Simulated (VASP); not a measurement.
Write the native input for VASP 6.6.1 that does the following.

```
Task                   : single point
Functional             : r2SCAN
Potentials or basis    : VASP PAW PBE potentials, release 64 (Ti_sv, Al)
Cutoff                 : 520 eV
k mesh                 : 10 × 10 × 10
Occupations            : gaussian, width 0.1 eV
Spin                   : no spin polarisation
Dipole correction      : no
Further INCAR settings : ALGO = Normal; EDIFF = 1e-06; NBANDS = 18
```

TiAl3:

```
CELL_PARAMETERS angstrom
4.03325 0.00000 0.00000
0.00000 4.03325 0.00000
0.00000 0.00000 4.03325
ATOMIC_POSITIONS crystal
Ti 0.00000 0.00000 0.00000
Al 0.50000 0.50000 0.00000
Al 0.50000 0.00000 0.50000
Al 0.00000 0.50000 0.50000
```

This cell differs from its parent crystal: volume scaled by 1.06.

These files were run (other wordings do the same):

POSCAR

```
TiAl3
1.0
    4.0332531278      0.0000000000      0.0000000000
    0.0000000000      4.0332531278      0.0000000000
    0.0000000000      0.0000000000      4.0332531278
Ti Al
1 3
Direct
    0.0000000000      0.0000000000      0.0000000000
    0.5000000000      0.5000000000      0.0000000000
    0.5000000000      0.0000000000      0.5000000000
    0.0000000000      0.5000000000      0.5000000000
```

INCAR.step1

```
PREC = Accurate
ENCUT = 520
ISMEAR = 0
SIGMA = 0.1
LREAL = False
LASPH = True
NELM = 60
NBANDS = 18
GGA = PE
ALGO = Normal
EDIFF = 1E-4
LWAVE = True
LCHARG = False
```

INCAR.step2

```
PREC = Accurate
ENCUT = 520
EDIFF = 1E-6
ISMEAR = 0
SIGMA = 0.1
LREAL = False
LASPH = True
NELM = 60
ALGO = Normal
ISIF = 2
LWAVE = False
LCHARG = True
METAGGA = R2SCAN
LMIXTAU = True
LELF = True
LVHAR = True
NBANDS = 18
ISTART = 1
```

KPOINTS

```
Automatic mesh
0
Gamma
  10 10 10
```

Potentials or basis: VASP PAW PBE potentials, release 64 (Ti_sv, Al).

The run is started by

```console
$ cat potpaw_PBE.64/Ti_sv/POTCAR potpaw_PBE.64/Al/POTCAR > POTCAR
$ cp INCAR.step1 INCAR
$ mpirun -np 1 vasp_std > vasp.out
$ cp INCAR.step2 INCAR
$ mpirun -np 1 vasp_std > vasp.out
```

It gave:

```
Pressure : -6.1 GPa
```

Caveat: the PAW data sets were made with another functional, which shifts forces and pressure a little.

It took 96 s on 1 thread of Intel(R) Xeon(R) 6975P-C (Granite Rapids), on a shared host, peak memory 0.21 GiB.
